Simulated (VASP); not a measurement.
# CoO (F-43m) in VASP: further runs, part 2 of 2

VASP 6.6.1. The steps go on from the part before.

### Step 3. Single point, PBE, collinear spin, ferromagnetic start

Contents of INCAR:

```
SYSTEM = CoO
  ALGO = Normal
  EDIFF = 1E-7
  ENCUT = 520
  GGA = PE
  ISIF = 2
  ISMEAR = -1
  ISPIN = 2
  LASPH = .True.
  LCHARG = .False.
  LMAXMIX = 4
  LORBIT = 11
  LREAL = .False.
  LWAVE = .False.
  MAGMOM = 1.71 0
  NBANDS = 18
  NELM = 150
  PREC = Accurate
  SIGMA = 0.05
```

Contents of KPOINTS:

```
k-points
0
Gamma
  10 10 10
  0 0 0
```

Contents of POSCAR:

```
CoO
1.0
    0.0000000000      2.3436418400      2.3436418400
    2.3436418400      0.0000000000      2.3436418400
    2.3436418400      2.3436418400      0.0000000000
Co O
1 1
Direct
    0.0000000000      0.0000000000      0.0000000000
    0.2500000000      0.2500000000      0.2500000000
```

Potentials or basis: VASP PAW PBE potentials, release 64 (Co, O).

On the command line:

```
$ cat potpaw_PBE.64/Co/POTCAR potpaw_PBE.64/O/POTCAR > POTCAR
$ mpirun -np 1 vasp_std > vasp.out
```

OUTCAR:

```text
SYSTEM = CoO
   EDIFF = 1E-7
   ENCUT = 520
   GGA = PE
   ISIF = 2
   ISMEAR = -1
   ISPIN = 2
   LASPH = .True.
   LORBIT = 11
   LREAL = .False.
   NELM = 150
   PREC = Accurate

 ion  position               nearest neighbor table
   1  0.000  0.000  0.000-   2 2.03   2 2.03   2 2.03   2 2.03
   2  0.250  0.250  0.250-   1 2.03   1 2.03   1 2.03   1 2.03

  LATTYP: Found a face centered cubic cell.
 ALAT       =     4.6872836800

  Lattice vectors:

 A1 = (   0.0000000000,   2.3436418400,   2.3436418400)
 A2 = (   2.3436418400,   0.0000000000,   2.3436418400)
 A3 = (   2.3436418400,   2.3436418400,   0.0000000000)

Analysis of symmetry for initial positions (statically):
=====================================================================
 Subroutine PRICEL returns:
 Original cell was already a primitive cell.

 Routine SETGRP: Setting up the symmetry group for a
 face centered cubic supercell.

 Subroutine GETGRP returns: Found 24 space group operations
 (whereof 24 operations were pure point group operations)
 out of a pool of 48 trial point group operations.

The static configuration has the point symmetry T_d .

Analysis of symmetry for dynamics (positions and initial velocities):
=====================================================================
 Subroutine PRICEL returns:
 Original cell was already a primitive cell.

 Routine SETGRP: Setting up the symmetry group for a
 face centered cubic supercell.

 Subroutine GETGRP returns: Found 24 space group operations
 (whereof 24 operations were pure point group operations)
 out of a pool of 48 trial point group operations.

The dynamic configuration has the point symmetry T_d .

Analysis of structural, dynamic, and magnetic symmetry:
=====================================================================
 Subroutine PRICEL returns:
 Original cell was already a primitive cell.

 Routine SETGRP: Setting up the symmetry group for a
 face centered cubic supercell.

 Subroutine GETGRP returns: Found 24 space group operations
 (whereof 24 operations were pure point group operations)
 out of a pool of 48 trial point group operations.

[... 140 lines left out ...]
 Free energy of the ion-electron system (eV)
  ---------------------------------------------------
  ext. energy  EPLUGINS =         0.00000000
  ---------------------------------------------------
  free energy    TOTEN  =       -13.25318096 eV

  energy without entropy =      -13.24094787  energy(sigma->0) =      -13.24706442

 E-fermi :   4.6485     XC(G=0): -10.5654

 val. band max:        4.6354082450   @ k =  -0.4000   0.5000   0.1000
 cond. band min:       4.6628804524   @ k =   0.0000   0.0000   0.0000
 fundamental gap:      0.0274722074
 Fermi energy:         4.6485008143

 spin component 1

 k-point     1 :       0.0000    0.0000    0.0000
  band No.  band energies     occupation
      1     -14.4346      1.00000
      2      -0.7945      1.00000
      3      -0.7945      1.00000
      4      -0.7944      1.00000
      5       2.5012      1.00000
      6       2.5012      1.00000
[... 493 lines left out ...]
     17      29.7535      0.00000
     18      31.4604      0.00000

 [... further k-points ...]

 spin component 2

 k-point     1 :       0.0000    0.0000    0.0000
  band No.  band energies     occupation
      1     -13.8652      1.00000
      2       0.5496      1.00000
      3       0.5496      1.00000
      4       0.5497      1.00000
      5       4.2529      0.99963
      6       4.2532      0.99963
[... 493 lines left out ...]
     17      30.2606      0.00000
     18      31.9688      0.00000

 [... further k-points ...]
[... 5 lines left out ...]
  --------------------------------------------------------------------------------------
  -------------------------------------------------------------------------------------
  Total       -1.9801739     -1.9801739     -1.9801739      0.0000000     -0.0000000      0.0000000
  in kB     -123.2282222   -123.2282222   -123.2282222      0.0000000     -0.0000000      0.0000000
  external PRESSURE =    -123.2282222 kB  Pullay stress =       0.0000000 kB

 VOLUME and BASIS-vectors are now :
 -----------------------------------------------------------------------------
  energy-cutoff  :      520.00
  volume of cell :       25.75
      direct lattice vectors                 reciprocal lattice vectors
     0.000000000  2.343641840  2.343641840    -0.213343179  0.213343179  0.213343179
     2.343641840  0.000000000  2.343641840     0.213343179 -0.213343179  0.213343179
     2.343641840  2.343641840  0.000000000     0.213343179  0.213343179 -0.213343179

 POSITION                                       TOTAL-FORCE (eV/Angst)
 -----------------------------------------------------------------------------------
      0.00000      0.00000      0.00000        -0.000000     -0.000000     -0.000000
      1.17182      1.17182      1.17182         0.000000      0.000000      0.000000
 -----------------------------------------------------------------------------------
    total drift:                                0.000000      0.000000      0.000000

  FREE ENERGIE OF THE ION-ELECTRON SYSTEM (eV)
  ---------------------------------------------------
  free  energy   TOTEN  =       -13.2531809560 eV

  energy  without entropy=      -13.2409478742  energy(sigma->0) =      -13.24706442

 total charge

# of ion       s       p       d       tot
------------------------------------------
    1        0.310   0.359   7.125   7.794
    2        1.551   3.393   0.000   4.943
--------------------------------------------------
tot          1.861   3.752   7.125  12.737

 magnetization (x)

# of ion       s       p       d       tot
------------------------------------------
    1        0.019   0.043   2.484   2.546
    2        0.020   0.303   0.000   0.323
--------------------------------------------------
tot          0.039   0.346   2.484   2.869
```

OSZICAR:

```text
N       E                     dE             d eps       ncg     rms          rms(c)
DAV:   1     0.835765450134E+02    0.83577E+02   -0.65182E+03  3416   0.885E+02
DAV:   2    -0.101302123919E+02   -0.93707E+02   -0.81073E+02  3552   0.217E+02
DAV:   3    -0.158575936053E+02   -0.57274E+01   -0.54951E+01  3884   0.584E+01
DAV:   4    -0.159270844449E+02   -0.69491E-01   -0.69423E-01  4120   0.615E+00
[... 10 lines left out ...]
DAV:  15    -0.132531804651E+02   -0.91925E-05   -0.10404E-04  4222   0.133E-01    0.125E-02
DAV:  16    -0.132531809608E+02   -0.49562E-06   -0.10267E-05  3858   0.243E-02    0.492E-03
DAV:  17    -0.132531810536E+02   -0.92876E-07   -0.14834E-06  4430   0.168E-02    0.329E-03
DAV:  18    -0.132531809350E+02    0.11863E-06   -0.27978E-07  3056   0.735E-03    0.574E-04
DAV:  19    -0.132531809560E+02   -0.21021E-07   -0.24060E-08  1942   0.123E-03
   1 F= -.13253181E+02 E0= -.13247064E+02  d E =-.122331E-01  mag=     2.9755
```

stdout:

```text
POSCAR found type information on POSCAR CoO
 POSCAR found :  2 types and       2 ions
 scaLAPACK will be used
 LDA part: xc-table for (Slater+PW92), standard interpolation
 POSCAR, INCAR and KPOINTS ok, starting setup
 FFT: planning ... GRIDC
 FFT: planning ... GRID_SOFT
 FFT: planning ... GRID
 WAVECAR not read
 entering main loop
```

Wall time 2.5 min (1 thread of AMD EPYC 7R13, shared host); peak memory 0.16 GiB.

Results:

| Item | Value |
| --- | --- |
| Free energy | -13.2532 eV |
| Pressure | -12.3 GPa |
| Band gap on the k mesh | zero (filled and empty bands overlap) |
| Net moment | 2.98 μB per cell |
| Site moments | Co +2.55; O +0.32 μB |
| Valence electrons inside the program's atomic spheres | Co 7.79; O 4.94 |

Caveat: a cell with one magnetic atom can't hold antiferromagnetic order, which such compounds often take; semilocal functionals often make such compounds metallic where correlation or magnetic order opens a gap, which also shifts bond lengths.

### Step 4. Single point, PBE, collinear spin, ferromagnetic start

Contents of INCAR:

```
PREC = Accurate
ENCUT = 520
EDIFF = 1E-6
ISMEAR = -1
SIGMA = 0.05
LREAL = F
LASPH = T
NELM = 150
ALGO = Normal
ISIF = 2
LWAVE = F
LCHARG = T
ISPIN = 2
MAGMOM = 3.5 0
LORBIT = 11
LMAXMIX = 4
GGA = PE
LELF = T
LVHAR = T
NBANDS = 18
```

Contents of KPOINTS:

```
regular mesh
0
Gamma
  10 10 10
```

POSCAR is that of step 3.

On the command line:

```
$ cat potpaw_PBE.64/Co/POTCAR potpaw_PBE.64/O/POTCAR > POTCAR
$ mpirun -np 1 vasp_std > vasp.out
```

Run time: 2.3 min. Hardware: 1 thread of AMD EPYC 7R13, shared host; peak memory 0.16 GiB.

It converged, with:

```
Free energy                                           : -13.2532 eV
Pressure                                              : -12.3 GPa
Band gap on the k mesh                                : zero (filled and empty bands overlap)
Net moment                                            : 2.98 μB per cell
Site moments                                          : Co +2.55; O +0.32 μB
Valence electrons inside the program's atomic spheres : Co 7.79; O 4.94
```

Levels at points of the mesh, in eV from the Fermi level:
Spin up:
| k point | band 6 | band 7 | band 8 | band 9 | band 10 | band 11 | band 12 | band 13 |
| --- | --- | --- | --- | --- | --- | --- | --- | --- |
| (0.00, 0.00, 0.00) | -2.15 | 0.01 | 0.01 | 0.01 | 0.03 | 13.35 | 13.35 | 13.35 |
| (0.50, 0.00, 0.00) | -2.14 | -2.14 | -0.68 | -0.68 | 5.24 | 6.58 | 12.86 | 12.86 |
| (0.50, 0.50, 0.00) | -1.90 | -1.84 | -1.84 | -1.54 | 4.92 | 8.89 | 10.65 | 13.26 |
Spin down:
```tsv
k point	band 4	band 5	band 6	band 7	band 8	band 9
(0.00, 0.00, 0.00)	-4.10	-0.40	-0.40	0.60	2.48	2.48
(0.50, 0.00, 0.00)	-3.94	-0.19	-0.19	0.45	1.72	1.72
(0.50, 0.50, 0.00)	-3.74	-0.34	-0.10	0.06	1.07	1.07
```

Caveat: a cell with one magnetic atom can't hold antiferromagnetic order, which such compounds often take; semilocal functionals often make such compounds metallic where correlation or magnetic order opens a gap, which also shifts bond lengths. With open d or f shells a metallic result of PBE can be an artefact of self-interaction; +U or a hybrid may open a gap.
